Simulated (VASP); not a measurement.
# Se (P3_121) in VASP: further runs

Runs on Se. Level: PBEsol. Tasks: dielectric tensor, vibrations by perturbation theory, elastic constants.

Everything below comes from runs of VASP 6.6.1. Logs are shortened: lines on timing, memory, paths and dates and some standing lists are left out, and cuts for length are marked.

### 1 The cell of the first run

Symmetry: P3_121, No. 152, trigonal system. Conventional cell: a = 4.366 Å, b = 4.366 Å, c = 4.954 Å, α = 90.00°, β = 90.00°, γ = 120.00°. Se (site symmetry 2) has 2 Se at 2.37 Å within 3.1 Å.

### 2 Dielectric tensor, PBEsol

Contents of INCAR:

```
PREC = Accurate ; ENCUT = 520
EDIFF = 1E-8 ; ISMEAR = 0
SIGMA = 0.01 ; LREAL = F
LASPH = T ; NELM = 80
ALGO = Normal ; ISIF = 2
LWAVE = F ; LCHARG = F
GGA = PS ; LEPSILON = T
```

Contents of KPOINTS:

```
regular mesh
0
Gamma
  7 7 6
```

Contents of POSCAR:

```
Se
1.0
    4.3662000000      0.0000000000      0.0000000000
   -2.1831000000      3.7812401180      0.0000000000
    0.0000000000      0.0000000000      4.9536000000
Se
3
Direct
    0.7746000000      0.7746000000      0.0000000000
    0.0000000000      0.2254000000      0.6666666667
    0.2254000000      0.0000000000      0.3333333333
```

Potentials or basis: VASP PAW PBE potentials, release 64 (Se).

Started as:

```
$ cat potpaw_PBE.64/Se/POTCAR > POTCAR
$ mpirun -np 1 vasp_std > vasp.out
```

OUTCAR:

```text
PREC = Accurate
   ENCUT = 520
   EDIFF = 1E-8
   ISMEAR = 0
   LREAL = F
   LASPH = T
   NELM = 80
   ISIF = 2
   GGA = PS
   LEPSILON = T

 ion  position               nearest neighbor table
   1  0.775  0.775  0.000-   2 2.37   3 2.37
   2  0.000  0.225  0.667-   1 2.37   3 2.37
   3  0.225  0.000  0.333-   1 2.37   2 2.37

  LATTYP: Found a hexagonal cell.
 ALAT       =     4.3662000000
 C/A-ratio  =     1.1345334616

  Lattice vectors:

 A1 = (   4.3662000000,   0.0000000000,   0.0000000000)
 A2 = (  -2.1831000000,   3.7812401180,   0.0000000000)
 A3 = (   0.0000000000,   0.0000000000,   4.9536000000)

Analysis of symmetry for initial positions (statically):
=====================================================================
 Subroutine PRICEL returns:
 Original cell was already a primitive cell.

 Routine SETGRP: Setting up the symmetry group for a
 hexagonal supercell.

 Subroutine GETGRP returns: Found  6 space group operations
 (whereof  2 operations were pure point group operations)
 out of a pool of 24 trial point group operations.

The static configuration has the point symmetry C_2 .
 The point group associated with its full space group is D_3 .

Analysis of symmetry for dynamics (positions and initial velocities):
=====================================================================
 Subroutine PRICEL returns:
 Original cell was already a primitive cell.

 Routine SETGRP: Setting up the symmetry group for a
 hexagonal supercell.

 Subroutine GETGRP returns: Found  6 space group operations
 (whereof  2 operations were pure point group operations)
 out of a pool of 24 trial point group operations.

The dynamic configuration has the point symmetry C_2 .
 The point group associated with its full space group is D_3 .

 Subroutine INISYM returns: Found  6 space group operations
 (whereof  2 operations are pure point group operations),
 and found     1 'primitive' translations

----------------------------------------------------------------------------------------

                                     Primitive cell

  volume of cell :      81.7822

  direct lattice vectors                    reciprocal lattice vectors
     4.366200000  0.000000000  0.000000000     0.229032110  0.132231751  0.000000000
    -2.183100000  3.781240118  0.000000000     0.000000000  0.264463501  0.000000000
     0.000000000  0.000000000  4.953600000     0.000000000  0.000000000  0.201873385

  length of vectors
     4.366200000  4.366200000  4.953600000     0.264463501  0.264463501  0.201873385

  position of ions in fractional coordinates (direct lattice)
     0.774600000  0.774600000  0.000000000
     0.000000000  0.225400000  0.666666667
     0.225400000  0.000000000  0.333333333

  ion indices of the primitive-cell ions
   primitive index   ion index
                 1           1
                 2           2
                 3           3

----------------------------------------------------------------------------------------

 KPOINTS: regular mesh

Automatic generation of k-mesh.
 Grid dimensions read from file:
 generate k-points for:    7    7    6

 Generating k-lattice:

  Cartesian coordinates                     Fractional coordinates (reciprocal lattice)
     0.032718873  0.018890250  0.000000000     0.142857143  0.000000000  0.000000000
     0.000000000  0.037780500  0.000000000     0.000000000  0.142857143  0.000000000
     0.000000000  0.000000000  0.033645564     0.000000000  0.000000000  0.166666667

  Length of vectors
     0.037780500  0.037780500  0.033645564

  Shift w.r.t. Gamma in fractional coordinates (k-lattice)
     0.000000000  0.000000000  0.000000000

 Subroutine IBZKPT returns following result:
[... 88 lines left out ...]

 number of electron      18.0000001 magnetization

 E-fermi :   2.6653     XC(G=0):  -9.0366

 val. band max:        2.5694630988   @ k =   0.4286   0.1429   0.5000
 cond. band min:       3.7080494103   @ k =   0.0000   0.0000   0.5000
 fundamental gap:      1.1385863116
 Fermi energy:         2.6652996926

 k-point     1 :       0.0000    0.0000    0.0000
  band No.  band energies     occupation
      1     -13.3048      2.00000
      2      -9.1708      2.00000
      3      -9.1708      2.00000
      4      -1.2822      2.00000
      5      -1.2822      2.00000
      6      -1.2190      2.00000
      7       0.5039      2.00000
      8       0.5039      2.00000
      9       2.1622      2.00000
     10       4.4130      0.00000
     11       4.4130      0.00000
     12       4.6963      0.00000
     13       8.5343      0.00000
[... 354 lines left out ...]
  band No.  band energies     occupation
      1     -12.5336      2.00000
      2     -11.1361      2.00000
      3      -7.8331      2.00000
      4      -2.6219      2.00000
      5      -1.8992      2.00000
      6      -1.0378      2.00000
      7       0.5502      2.00000
      8       0.7918      2.00000
      9       1.6704      2.00000
     10       4.4311      0.00000
     11       4.8229      0.00000
     12       5.5821      0.00000
     13       8.7901      0.00000

 [... further k-points ...]

  FORCE on cell =-STRESS in cart. coord.  units (eV):
  Direction    XX          YY          ZZ          XY          YZ          ZX
  --------------------------------------------------------------------------------------
  -------------------------------------------------------------------------------------
  Total       -0.0811832     -0.0811832      0.7146258      0.0000000      0.0000000      0.0000000
  in kB       -1.5904416     -1.5904416     14.0000790      0.0000000      0.0000000      0.0000000
  external PRESSURE =       3.6063986 kB  Pullay stress =       0.0000000 kB

 VOLUME and BASIS-vectors are now :
 -----------------------------------------------------------------------------
  energy-cutoff  :      520.00
  volume of cell :       81.78
      direct lattice vectors                 reciprocal lattice vectors
     4.366200000  0.000000000  0.000000000     0.229032110  0.132231751  0.000000000
    -2.183100000  3.781240118  0.000000000     0.000000000  0.264463501  0.000000000
     0.000000000  0.000000000  4.953600000     0.000000000  0.000000000  0.201873385

 POSITION                                       TOTAL-FORCE (eV/Angst)
 -----------------------------------------------------------------------------------
      1.69103      2.92895      0.00000        -0.166462     -0.288321     -0.000000
     -0.49207      0.85229      3.30240        -0.166462      0.288321     -0.000000
      0.98414      0.00000      1.65120         0.332925      0.000000      0.000000
 -----------------------------------------------------------------------------------
    total drift:                                0.000000      0.000000      0.000000

  FREE ENERGIE OF THE ION-ELECTRON SYSTEM (eV)
  ---------------------------------------------------
  free  energy   TOTEN  =       -11.4861656883 eV

  energy  without entropy=      -11.4861656883  energy(sigma->0) =      -11.48616569

 HEAD OF MICROSCOPIC STATIC DIELECTRIC TENSOR (INDEPENDENT PARTICLE, excluding Hartree and local field effects)
 ------------------------------------------------------
          10.939465     0.000000    -0.000000
           0.000000    10.939465     0.000000
          -0.000000     0.000000    16.065727
 ------------------------------------------------------

 Free energy of the ion-electron system (eV)
  ---------------------------------------------------
  ---------------------------------------------------
  free energy    TOTEN  =        -2.04748790 eV

  energy without entropy =       -2.04748790

------------------------ aborting loop because EDIFF is reached ----------------------------------------

--------------------------------------- Ionic step        2  -------------------------------------------

------------------------ aborting loop because EDIFF is reached ----------------------------------------

--------------------------------------- Ionic step        3  -------------------------------------------

 Free energy of the ion-electron system (eV)
  ---------------------------------------------------
  ---------------------------------------------------
  free energy    TOTEN  =        -3.35326774 eV

  energy without entropy =       -3.35326774

------------------------ aborting loop because EDIFF is reached ----------------------------------------

 PIEZOELECTRIC TENSOR FIELD DIRECTION 3  (e Angst)
 -----------------------------------------------------------------------------
     0.00187  0.00000  0.00000           (  0.00000  0.00000  0.00000)
    -0.00000  0.00187  0.00000           (  0.00000  0.00000  0.00000)
     0.00000 -0.00000 -0.00196           (  0.00000  0.00000 -0.00001)

 PIEZOELECTRIC TENSOR FIELD DIRECTION 3  (C/m^2)
 -----------------------------------------------------------------------------
     0.00037  0.00000  0.00000
    -0.00000  0.00037  0.00000
     0.00000 -0.00000 -0.00038

 MACROSCOPIC STATIC DIELECTRIC TENSOR (including local field effects in DFT)
 ------------------------------------------------------
           9.532367     0.000000     0.000000
           0.000000     9.532367    -0.000000
           0.000000     0.000000    14.939756
 ------------------------------------------------------

 PIEZOELECTRIC TENSOR (including local field effects)  for field in x, y, z        (e  Angst)
          XX          YY          ZZ          XY          YZ          ZX
  --------------------------------------------------------------------------------
  x    -1.72202     1.72202     0.00000     0.00000     0.09957    -0.00000
  y     0.00000     0.00000     0.00000     1.72202     0.00000    -0.09957
  z     0.00000    -0.00000     0.00000    -0.00000    -0.00000     0.00000

 PIEZOELECTRIC TENSOR (including local field effects)  for field in x, y, z        (C/m^2)
          XX          YY          ZZ          XY          YZ          ZX
  --------------------------------------------------------------------------------
  x    -0.33736     0.33736     0.00000     0.00000     0.01951    -0.00000
  y     0.00000     0.00000     0.00000     0.33736     0.00000    -0.01951
  z     0.00000    -0.00000     0.00000    -0.00000    -0.00000     0.00000

 BORN EFFECTIVE CHARGES (including local field effects) (in |e|, cummulative output)
 ---------------------------------------------------------------------------------
 ion    1
    1    -0.42844     0.74208     0.36785
    2     0.74208     0.42844    -0.21238
    3     0.70484    -0.40694    -0.00000
 ion    2
    1    -0.42844    -0.74208    -0.36785
    2    -0.74208     0.42844    -0.21238
    3    -0.70484    -0.40694    -0.00000
 ion    3
    1     0.85688     0.00000     0.00000
    2     0.00000    -0.85688     0.42476
    3    -0.00000     0.81388    -0.00000
```

Run time: 3.3 min. Hardware: 1 thread of Intel Xeon 6975P-C (Granite Rapids), shared host; peak memory 0.45 GiB.

Results:

| Item | Value |
| --- | --- |
| Band gap on the k mesh | 1.14 eV, indirect (least direct gap 1.43 eV) |
| Electronic dielectric tensor (diagonal) | 9.53, 9.53, 14.94 |
| Born charges (mean of the diagonal) | Se +0.00 e |

Electronic dielectric tensor:
```
 9.53  0.00  0.00
 0.00  9.53  0.00
 0.00  0.00 14.94
```

Born effective charge tensors (e):
atom 1, Se
```
-0.43  0.74  0.37
 0.74  0.43 -0.21
 0.70 -0.41  0.00
```
atom 2, Se
```
-0.43 -0.74 -0.37
-0.74  0.43 -0.21
-0.70 -0.41  0.00
```
atom 3, Se
```
 0.86  0.00  0.00
 0.00 -0.86  0.42
 0.00  0.81  0.00
```

Caveat: the PAW data sets were made with another functional, which shifts forces and pressure a little. A k mesh can miss the band edges.

(Part 1 of 2 ends here.)
